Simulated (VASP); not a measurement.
# CdS (zincblende type) (F-43m) in VASP: further runs

The runs below take CdS (zincblende type) through single point, with PBE.

Program: VASP 6.6.1. These are calculated values, not measurements. Logs are shortened: lines on timing, memory, paths and dates and some standing lists are left out, and cuts for length are marked.

### Step 1. The cell of the first run

Symmetry: F-43m, No. 216, cubic system. The conventional cell has a = 5.926 Å, b = 5.926 Å, c = 5.926 Å, α = 90.00°, β = 90.00°, γ = 90.00°. Within 3.4 Å of Cd (site symmetry -43m) lie 4 S at 2.57 Å. Within 3.4 Å of S (site symmetry -43m) lie 4 Cd at 2.57 Å.

### Step 2. Single point, PBE

INCAR

```
SYSTEM = CdS
ALGO     = Normal         ! electronic algorithm
EDIFF    = 1E-6           ! SCF threshold, eV
ENCUT    = 520            ! plane-wave cutoff, eV
GGA      = PE             ! functional
ISIF     = 2              ! what is computed and relaxed
ISMEAR   = -1             ! smearing method
LASPH    = .True.         ! aspherical terms in the spheres
LCHARG   = .False.        ! write CHGCAR
LREAL    = .False.        ! projectors in reciprocal space
LWAVE    = .False.        ! write WAVECAR
NBANDS   = 16             ! bands
NELM     = 60             ! most SCF steps
PREC     = Accurate       ! precision mode
SIGMA    = 0.05           ! smearing width, eV
```

KPOINTS

```
k-points
0
Gamma
  13 13 13
  0 0 0
```

POSCAR

```
CdS
1.0
    0.0000000000      2.9631774033      2.9631774033
    2.9631774033      0.0000000000      2.9631774033
    2.9631774033      2.9631774033      0.0000000000
Cd S
1 1
Direct
    0.0000000000      0.0000000000      0.0000000000
    0.2500000000      0.2500000000      0.2500000000
```

Potentials or basis: VASP PAW PBE potentials, release 64 (Cd, S).

Started as:

```
$ cat potpaw_PBE.64/Cd/POTCAR potpaw_PBE.64/S/POTCAR > POTCAR
$ mpirun -np 1 vasp_std > vasp.out
```

OUTCAR:

```text
SYSTEM = CdS
   EDIFF = 1E-6
   ENCUT = 520
   GGA = PE
   ISIF = 2
   ISMEAR = -1
   LASPH = .True.
   LREAL = .False.
   NELM = 60
   PREC = Accurate

 ion  position               nearest neighbor table
   1  0.000  0.000  0.000-   2 2.57   2 2.57   2 2.57   2 2.57
   2  0.250  0.250  0.250-   1 2.57   1 2.57   1 2.57   1 2.57

  LATTYP: Found a face centered cubic cell.
 ALAT       =     5.9263548066

  Lattice vectors:

 A1 = (   0.0000000000,   2.9631774033,   2.9631774033)
 A2 = (   2.9631774033,   0.0000000000,   2.9631774033)
 A3 = (   2.9631774033,   2.9631774033,   0.0000000000)

Analysis of symmetry for initial positions (statically):
=====================================================================
 Subroutine PRICEL returns:
 Original cell was already a primitive cell.

 Routine SETGRP: Setting up the symmetry group for a
 face centered cubic supercell.

 Subroutine GETGRP returns: Found 24 space group operations
 (whereof 24 operations were pure point group operations)
 out of a pool of 48 trial point group operations.

The static configuration has the point symmetry T_d .

Analysis of symmetry for dynamics (positions and initial velocities):
=====================================================================
 Subroutine PRICEL returns:
 Original cell was already a primitive cell.

 Routine SETGRP: Setting up the symmetry group for a
 face centered cubic supercell.

 Subroutine GETGRP returns: Found 24 space group operations
 (whereof 24 operations were pure point group operations)
 out of a pool of 48 trial point group operations.

The dynamic configuration has the point symmetry T_d .

 Subroutine INISYM returns: Found 24 space group operations
 (whereof 24 operations are pure point group operations),
 and found     1 'primitive' translations

----------------------------------------------------------------------------------------

                                     Primitive cell

  volume of cell :      52.0359

  direct lattice vectors                    reciprocal lattice vectors
     0.000000000  2.963177403  2.963177403    -0.168737788  0.168737788  0.168737788
     2.963177403  0.000000000  2.963177403     0.168737788 -0.168737788  0.168737788
     2.963177403  2.963177403  0.000000000     0.168737788  0.168737788 -0.168737788

  length of vectors
     4.190565671  4.190565671  4.190565671     0.292262422  0.292262422  0.292262422

  position of ions in fractional coordinates (direct lattice)
     0.000000000  0.000000000  0.000000000
     0.250000000  0.250000000  0.250000000

  ion indices of the primitive-cell ions
   primitive index   ion index
                 1           1
                 2           2

----------------------------------------------------------------------------------------

 KPOINTS: k-points

Automatic generation of k-mesh.
 Grid dimensions read from file:
 generate k-points for:   13   13   13

 Generating k-lattice:

  Cartesian coordinates                     Fractional coordinates (reciprocal lattice)
    -0.012979830  0.012979830  0.012979830     0.076923077  0.000000000  0.000000000
     0.012979830 -0.012979830  0.012979830     0.000000000  0.076923077  0.000000000
     0.012979830  0.012979830 -0.012979830     0.000000000  0.000000000  0.076923077

  Length of vectors
     0.022481725  0.022481725  0.022481725

  Shift w.r.t. Gamma in fractional coordinates (k-lattice)
     0.000000000  0.000000000  0.000000000

 Subroutine IBZKPT returns following result:
 ===========================================

 Found     84 irreducible k-points:

 Following reciprocal coordinates:
            Coordinates               Weight
  0.000000  0.000000  0.000000      1.000000
  0.076923  0.000000  0.000000      8.000000
  0.153846  0.000000  0.000000      8.000000
  0.230769  0.000000  0.000000      8.000000
  0.307692  0.000000  0.000000      8.000000
  0.384615  0.000000  0.000000      8.000000
[... 16 lines left out ...]
  0.384615  0.153846  0.000000     24.000000
  0.461538  0.153846  0.000000     24.000000
 [... further k-points ...]
   k-points           NKPTS =     84   k-points in BZ     NKDIM =     84   number of bands    NBANDS=     16
   number of dos      NEDOS =    301   number of ions     NIONS =      2
   total plane-waves  NPLWV =  32768
   dimension x,y,z NGX =    32 NGY =   32 NGZ =   32
   dimension x,y,z NGXF=    64 NGYF=   64 NGZF=   64
   ions per type =               1   1
   NGX,Y,Z   is equivalent  to a cutoff of  12.69, 12.69, 12.69 a.u.
   NGXF,Y,Z  is equivalent  to a cutoff of  25.39, 25.39, 25.39 a.u.
 SYSTEM =  CdS
   PREC   = accura    normal or accurate (medium, high low for compatibility)
   ISTART =      0    job   : 0-new  1-cont  2-samecut
   ICHARG =      2    charge: 1-file 2-atom 10-const
   ISPIN  =      1    spin polarized calculation?
   LNONCOLLINEAR =      F non collinear calculations
   LSORBIT =      F    spin-orbit coupling
   LASPH  =      T    aspherical Exc in radial PAW
   ENCUT  =  520.0 eV  38.22 Ry    6.18 a.u.   7.79  7.79  7.79*2*pi/ulx,y,z
   NELM   =     60;   NELMIN=  2; NELMDL= -5     # of ELM steps
   EDIFF  = 0.1E-05   stopping-criterion for ELM
   LREAL  =      F    real-space projection
   EDIFFG = 0.1E-04   stopping-criterion for IOM
   NSW    =      0    number of steps for IOM
   IBRION =     -1    ionic relax: 0-MD 1-quasi-New 2-CG
   NFREE  =      0    steps in history (QN), initial steepest desc. (CG)
   ISIF   =      2    stress and relaxation
   ISYM   =      2    0-nonsym 1-usesym 2-fastsym
   POTIM  = 0.5000    time-step for ionic-motion
   TEBEG  =    0.0;   TEEND  =   0.0 temperature during run
   PSTRESS=    0.0 pullay stress
   NELECT =      18.0000    total number of electrons
   NUPDOWN=      -1.0000    fix difference up-down
   EMIN   =  10.00;   EMAX   =-10.00  energy-range for DOS
   EFERMI =   0.00;   METHOD = LEGACY
   ISMEAR =    -1;   SIGMA  =   0.05  broadening in eV -4-tet -1-fermi 0-gaus
   EFERMI_NEDOS =   21; number of points for ismear=-14 and -15
   IALGO  =     38    algorithm
   IMIX   =      4    mixing-type and parameters
     AMIX     =   0.40;   BMIX     =  1.00
     AMIX_MAG =   1.60;   BMIX_MAG =  1.00
  volume/ion in A,a.u.               =      26.02       175.58
  Fermi-wavevector in a.u.,A,eV,Ry     =   1.149206  2.171685 17.968877  1.320675
  Thomas-Fermi vector in A             =   2.285877
   LORBIT       =      0    0 simple, 1 ext, 2 COOP (PROOUT), +10 PAW based schemes
   GGA     = PE    functional components
   LHFCALC =     F    Hartree Fock is set to
   AEXX    =    0.0000 exact exchange contribution
   IVDW    =     0    specifies the selected vdW correction
   LEPSILON=     F    determine dielectric tensor
   LRPA    =     F    only Hartree local field effects (RPA)
 non-spin polarized calculation
  energy-cutoff  :      520.00
  volume of cell :       52.04
 maximum number of plane-waves:      1415
   NGX = 15   NGY = 15   NGZ = 15

 number of electron      18.0000001 magnetization

 Free energy of the ion-electron system (eV)
  ---------------------------------------------------
  ext. energy  EPLUGINS =         0.00000000
  ---------------------------------------------------
  free energy    TOTEN  =        -6.14748273 eV

  energy without entropy =       -6.14748260  energy(sigma->0) =       -6.14748267

 E-fermi :   1.5106     XC(G=0):  -8.9289

 val. band max:        0.9181744523   @ k =   0.0000   0.0000   0.0000
 cond. band min:       1.9618614266   @ k =   0.0000   0.0000   0.0000
 fundamental gap:      1.0436869744
 Fermi energy:         1.5106218844

 k-point     1 :       0.0000    0.0000    0.0000
  band No.  band energies     occupation
      1     -11.1710      2.00000
      2      -6.6502      2.00000
      3      -6.6502      2.00000
      4      -6.6502      2.00000
      5      -6.2327      2.00000
      6      -6.2327      2.00000
[... 8 lines left out ...]
     15      12.3241      0.00000
     16      12.3241      0.00000

 k-point     2 :       0.0769    0.0000    0.0000
  band No.  band energies     occupation
      1     -11.1492      2.00000
      2      -6.6423      2.00000
      3      -6.6423      2.00000
      4      -6.6312      2.00000
      5      -6.2332      2.00000
      6      -6.2332      2.00000
[... 8 lines left out ...]
     15      12.0241      0.00000
     16      12.4317      0.00000

 k-point     3 :       0.1538    0.0000    0.0000
  band No.  band energies     occupation
      1     -11.0886      2.00000
      2      -6.6213      2.00000
      3      -6.6213      2.00000
      4      -6.5700      2.00000
      5      -6.2334      2.00000
      6      -6.2334      2.00000
[... 8 lines left out ...]
     15      11.6108      0.00000
     16      12.6719      0.00000

 k-point     4 :       0.2308    0.0000    0.0000
  band No.  band energies     occupation
      1     -11.0029      2.00000
      2      -6.5942      2.00000
      3      -6.5942      2.00000
      4      -6.4565      2.00000
      5      -6.2303      2.00000
      6      -6.2303      2.00000
[... 8 lines left out ...]
     15      11.4812      0.00000
     16      12.2352      0.00000
[... 324 lines left out ...]
 k-point    22 :       0.3077    0.1538    0.0000
  band No.  band energies     occupation
      1     -10.9169      2.00000
      2      -6.5573      2.00000
      3      -6.5326      2.00000
      4      -6.3965      2.00000
      5      -6.2292      2.00000
      6      -6.2011      2.00000
[... 8 lines left out ...]
     15      12.5620      0.00000
     16      13.6413      0.00000

 k-point    23 :       0.3846    0.1538    0.0000
  band No.  band energies     occupation
      1     -10.8388      2.00000
      2      -6.5403      2.00000
      3      -6.5116      2.00000
      4      -6.3061      2.00000
      5      -6.1940      2.00000
      6      -6.1220      2.00000
[... 8 lines left out ...]
     15      12.9782      0.00000
     16      13.3788      0.00000

 k-point    24 :       0.4615    0.1538    0.0000
  band No.  band energies     occupation
      1     -10.7812      2.00000
      2      -6.5297      2.00000
      3      -6.5015      2.00000
      4      -6.2643      2.00000
      5      -6.1925      2.00000
      6      -5.9472      2.00000
[... 8 lines left out ...]
     15      13.4226      0.00000
     16      13.4562      0.00000

 [... further k-points ...]

------------------------ aborting loop because EDIFF is reached ----------------------------------------

  FORCE on cell =-STRESS in cart. coord.  units (eV):
  Direction    XX          YY          ZZ          XY          YZ          ZX
  --------------------------------------------------------------------------------------
  -------------------------------------------------------------------------------------
  Total        0.0944229      0.0944229      0.0944229      0.0000000      0.0000000      0.0000000
  in kB        2.9072683      2.9072683      2.9072683      0.0000000      0.0000000      0.0000000
  external PRESSURE =       2.9072683 kB  Pullay stress =       0.0000000 kB

 VOLUME and BASIS-vectors are now :
 -----------------------------------------------------------------------------
  energy-cutoff  :      520.00
  volume of cell :       52.04
      direct lattice vectors                 reciprocal lattice vectors
     0.000000000  2.963177403  2.963177403    -0.168737788  0.168737788  0.168737788
     2.963177403  0.000000000  2.963177403     0.168737788 -0.168737788  0.168737788
     2.963177403  2.963177403  0.000000000     0.168737788  0.168737788 -0.168737788

 POSITION                                       TOTAL-FORCE (eV/Angst)
 -----------------------------------------------------------------------------------
      0.00000      0.00000      0.00000         0.000000     -0.000000      0.000000
      1.48159      1.48159      1.48159        -0.000000      0.000000     -0.000000
 -----------------------------------------------------------------------------------
    total drift:                               -0.000000     -0.000000     -0.000000

  FREE ENERGIE OF THE ION-ELECTRON SYSTEM (eV)
  ---------------------------------------------------
  free  energy   TOTEN  =        -6.1474827325 eV

  energy  without entropy=       -6.1474825996  energy(sigma->0) =       -6.14748267
```

It took 82 s on 1 thread of Intel Xeon 8259CL, shared host; peak memory 0.22 GiB.

Results:

| Item | Value |
| --- | --- |
| Free energy | -6.1475 eV |
| Pressure | 0.3 GPa |
| Band gap on the k mesh | 1.04 eV |

Caveat: an odd mesh through Γ misses points on the zone boundary, where band edges can lie.

### Step 3. Single point, PBE (26.02 Å³/atom)

INCAR

```
PREC = Accurate
ENCUT = 520
EDIFF = 1E-7
ISMEAR = -1
SIGMA = 0.05
LREAL = F
LASPH = T
NELM = 60
ALGO = Normal
ISIF = 2
LWAVE = F
LCHARG = F
GGA = PE
NBANDS = 16
```

KPOINTS

```
Automatic mesh
0
Gamma
  13 13 13
```

POSCAR is that of step 2.

Potentials or basis: VASP PAW PBE potentials, release 64 (Cd, S).

Started as:

```
$ cat potpaw_PBE.64/Cd/POTCAR potpaw_PBE.64/S/POTCAR > POTCAR
$ mpirun -np 1 vasp_std > vasp.out
```

Run time: 98 s. Hardware: 1 thread of Intel Xeon 8259CL, shared host; peak memory 0.22 GiB.

Results (log left out):

| Quantity | Value |
| --- | --- |
| Free energy | -6.1475 eV |
| Pressure | 0.3 GPa |
| Band gap on the k mesh | 1.04 eV |

Levels at points of the mesh, in eV from the valence-band top:
```tsv
k point	band 7	band 8	band 9	band 10	band 11	band 12
(0.00, 0.00, 0.00)	0.00	0.00	0.00	1.04	6.55	6.55
```

Caveat: an odd mesh through Γ misses points on the zone boundary, where band edges can lie.
